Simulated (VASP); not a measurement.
# GaSb3 (Fm-3m) in VASP: phonons with PBE+D3(BJ)

Aim: the phonons of GaSb3 with PBE+D3(BJ).

All numbers are computed with VASP 6.6.1; they aren't measurements. Logs are shortened: lines on timing, memory, paths and dates and some standing lists are left out, and cuts for length are marked.

## 1. The cell of the first run

Symmetry: Fm-3m, No. 225, cubic system. The conventional cell has a = 7.296 Å, b = 7.296 Å, c = 7.296 Å, α = 90.00°, β = 90.00°, γ = 90.00°. Ga (site symmetry m-3m) has 14 Sb at 3.16 to 3.65 Å within 4.2 Å. Within 4.2 Å of Sb (site symmetry -43m) lie 4 Ga at 3.16 Å and 10 Sb at 3.16 to 3.65 Å. Sb (site symmetry m-3m) has 8 Sb at 3.16 Å and 6 Ga at 3.65 Å within 4.2 Å.

## 2. Phonons, PBE+D3(BJ)

Input file INCAR:

```
SYSTEM = GaSb3
PREC = Accurate ; ENCUT = 520
EDIFF = 1E-8 ; ISMEAR = 0
SIGMA = 0.15 ; LREAL = .FALSE.
LASPH = .TRUE. ; NELM = 60
ALGO = Normal ; ISIF = 2
LWAVE = .FALSE. ; LCHARG = .FALSE.
GGA = PE ; IVDW = 12
NBANDS = 22 ; IBRION = 6
NFREE = 2 ; POTIM = 0.015
NSW = 1
```

Input file KPOINTS:

```
regular mesh
0
G
  10 10 10
  0 0 0
```

Input file POSCAR:

```
GaSb3
1.0
    0.0000000000      3.6481278280      3.6481278280
    3.6481278280      0.0000000000      3.6481278280
    3.6481278280      3.6481278280      0.0000000000
Ga Sb
1 3
Direct
    0.0000000000      0.0000000000      0.0000000000
    0.2500000000      0.2500000000      0.2500000000
    0.7500000000      0.7500000000      0.7500000000
    0.5000000000      0.5000000000      0.5000000000
```

Potentials or basis: VASP PAW PBE potentials, release 64 (Ga_d, Sb).

The run is started by

```sh
cat potpaw_PBE.64/Ga_d/POTCAR potpaw_PBE.64/Sb/POTCAR > POTCAR
mpirun -np 1 vasp_std > vasp.out
```

OUTCAR:

```text
SYSTEM = GaSb3
   PREC = Accurate
   ENCUT = 520
   EDIFF = 1E-8
   ISMEAR = 0
   LREAL = .FALSE.
   LASPH = .TRUE.
   NELM = 60
   ISIF = 2
   GGA = PE
   IVDW = 12
   IBRION = 6
   NFREE = 2
   POTIM = 0.015
   NSW = 1
 IVDW          = 12

 ion  position               nearest neighbor table
   1  0.000  0.000  0.000-   3 3.16   3 3.16   3 3.16   2 3.16   3 3.16   2 3.16   2 3.16   2 3.16

   2  0.250  0.250  0.250-   1 3.16   1 3.16   1 3.16   1 3.16   4 3.16   4 3.16   4 3.16   4 3.16
                             3 3.65   3 3.65   3 3.65   3 3.65   3 3.65   3 3.65
   3  0.750  0.750  0.750-   4 3.16   4 3.16   4 3.16   1 3.16   4 3.16   1 3.16   1 3.16   1 3.16
                             2 3.65   2 3.65   2 3.65   2 3.65   2 3.65   2 3.65
   4  0.500  0.500  0.500-   2 3.16   2 3.16   2 3.16   2 3.16   3 3.16   3 3.16   3 3.16   3 3.16

  LATTYP: Found a face centered cubic cell.
 ALAT       =     7.2962556560

  Lattice vectors:

 A1 = (   0.0000000000,   3.6481278280,   3.6481278280)
 A2 = (   3.6481278280,   0.0000000000,   3.6481278280)
 A3 = (   3.6481278280,   3.6481278280,   0.0000000000)

Analysis of symmetry for initial positions (statically):
=====================================================================
 Subroutine PRICEL returns:
 Original cell was already a primitive cell.

 Routine SETGRP: Setting up the symmetry group for a
 face centered cubic supercell.

 Subroutine GETGRP returns: Found 48 space group operations
 (whereof 48 operations were pure point group operations)
 out of a pool of 48 trial point group operations.

The static configuration has the point symmetry O_h .

Analysis of symmetry for dynamics (positions and initial velocities):
=====================================================================
 Subroutine PRICEL returns:
 Original cell was already a primitive cell.

 Routine SETGRP: Setting up the symmetry group for a
 face centered cubic supercell.

 Subroutine GETGRP returns: Found 48 space group operations
 (whereof 48 operations were pure point group operations)
 out of a pool of 48 trial point group operations.

The dynamic configuration has the point symmetry O_h .

 Subroutine INISYM returns: Found 48 space group operations
 (whereof 48 operations are pure point group operations),
[... 139 lines left out ...]

--------------------------------------- Ionic step        1  -------------------------------------------

 number of electron      27.9999992 magnetization

 Free energy of the ion-electron system (eV)
  ---------------------------------------------------
  ext. energy  EPLUGINS =         0.00000000
  ---------------------------------------------------
  free energy    TOTEN  =       -14.51005031 eV

  energy without entropy =      -14.48866530  energy(sigma->0) =      -14.49935781

------------------------ aborting loop because EDIFF is reached ----------------------------------------

 Edisp (eV)   -1.91706

 E8    (eV) :    -0.8848
[... 243 lines left out ...]
--------------------------------------- Ionic step        7  -------------------------------------------

 number of electron      27.9999992 magnetization

 Free energy of the ion-electron system (eV)
  ---------------------------------------------------
  ext. energy  EPLUGINS =         0.00000000
  ---------------------------------------------------
  free energy    TOTEN  =       -14.50974586 eV

  energy without entropy =      -14.48838202  energy(sigma->0) =      -14.49906394

 E-fermi :   8.2462     XC(G=0): -10.4923

 val. band max:        8.2338433202   @ k =   0.1000  -0.4000   0.5000
 cond. band min:       8.2809973163   @ k =   0.0000   0.3000   0.3000
 fundamental gap:      0.0471539961
 Fermi energy:         8.2462431004

 k-point     1 :       0.0000    0.0000    0.0000
  band No.  band energies     occupation
      1      -6.5581      2.00000
      2      -6.5581      2.00000
      3      -6.5581      2.00000
      4      -6.5420      2.00000
      5      -6.5420      2.00000
      6      -4.6696      2.00000
[... 589 lines left out ...]
     21      12.8450      0.00000
     22      13.1689      0.00000

 [... further k-points ...]

------------------------ aborting loop because EDIFF is reached ----------------------------------------

 Edisp (eV)   -1.91706

 E8    (eV) :    -0.8848
[... 27 lines left out ...]
  FREE ENERGIE OF THE ION-ELECTRON SYSTEM (eV)
  ---------------------------------------------------
  free  energy   TOTEN  =       -16.4268026640 eV

  energy  without entropy=      -16.4054388278  energy(sigma->0) =      -16.41612075

 INTERNAL STRAIN TENSORS FROM DISPLACED ATOMS
 ============================================

 INTERNAL STRAIN TENSOR FOR ION    1 for displacements in x,y,z  (eV/Angst):
          X           Y           Z          XY          YZ          ZX
  --------------------------------------------------------------------------------
  x     0.00000     0.00000     0.00000     0.00000     0.00000     0.00000
  y     0.00000     0.00000     0.00000     0.00000     0.00000     0.00000
  z     0.00000     0.00000     0.00000     0.00000     0.00000     0.00000

 INTERNAL STRAIN TENSOR FOR ION    4 for displacements in x,y,z  (eV/Angst):
          X           Y           Z          XY          YZ          ZX
  --------------------------------------------------------------------------------
  x     0.00000     0.00000     0.00000     0.00000     0.00000     0.00000
  y     0.00000     0.00000     0.00000     0.00000     0.00000     0.00000
  z     0.00000     0.00000     0.00000     0.00000     0.00000     0.00000

 Eigenvectors and eigenvalues of the dynamical matrix
 ----------------------------------------------------

   1 f  =    2.759619 THz    17.339199 2PiTHz   92.050991 cm-1    11.412863 meV
             X         Y         Z           dx          dy          dz
      0.000000  0.000000  0.000000     0.368597   -0.293313    0.000001
      1.824064  1.824064  1.824064     0.180861   -0.143922    0.000000
      5.472192  5.472192  5.472192     0.180861   -0.143922    0.000000
      3.648128  3.648128  3.648128    -0.641092    0.510153   -0.000002
[... 71 lines left out ...]
  12 f/i=    0.001242 THz     0.007803 2PiTHz    0.041423 cm-1     0.005136 meV
             X         Y         Z           dx          dy          dz
      0.000000  0.000000  0.000000     0.001499   -0.005988    0.400738
      1.824064  1.824064  1.824064     0.001979   -0.007903    0.528917
      5.472192  5.472192  5.472192     0.001979   -0.007903    0.528917
      3.648128  3.648128  3.648128     0.001979   -0.007901    0.528835

 ELASTIC MODULI CONTR FROM IONIC RELAXATION (kBar)
 Direction    XX          YY          ZZ          XY          YZ          ZX
 --------------------------------------------------------------------------------
 XX          -0.0000     -0.0000     -0.0000      0.0000      0.0000      0.0000
 YY          -0.0000     -0.0000     -0.0000      0.0000      0.0000      0.0000
 ZZ          -0.0000     -0.0000     -0.0000     -0.0000      0.0000      0.0000
 XY           0.0000      0.0000     -0.0000    -47.2760     -0.0000      0.0000
 YZ           0.0000      0.0000      0.0000     -0.0000    -47.2760     -0.0000
 ZX           0.0000      0.0000      0.0000      0.0000     -0.0000    -47.2760
 --------------------------------------------------------------------------------
```

Wall time 20 min (1 thread of Intel Xeon Platinum 8259CL at 2.50GHz (Skylake/Cascade Lake), shared host); peak memory 0.68 GiB.

Results:

* Highest phonon frequency at Γ, LO-TO splitting left out: 92 cm⁻¹
* Dispersion energy per atom: -0.479 eV

Phonon frequencies in cm⁻¹ (negative: imaginary):
```csv
q point,frequencies
"(0.000, 0.000, 0.000)",0 0 0 86 86 86 88 88 88 92 92 92
```

Caveat: spin-orbit coupling is left out, which moves the levels of the heavy elements.
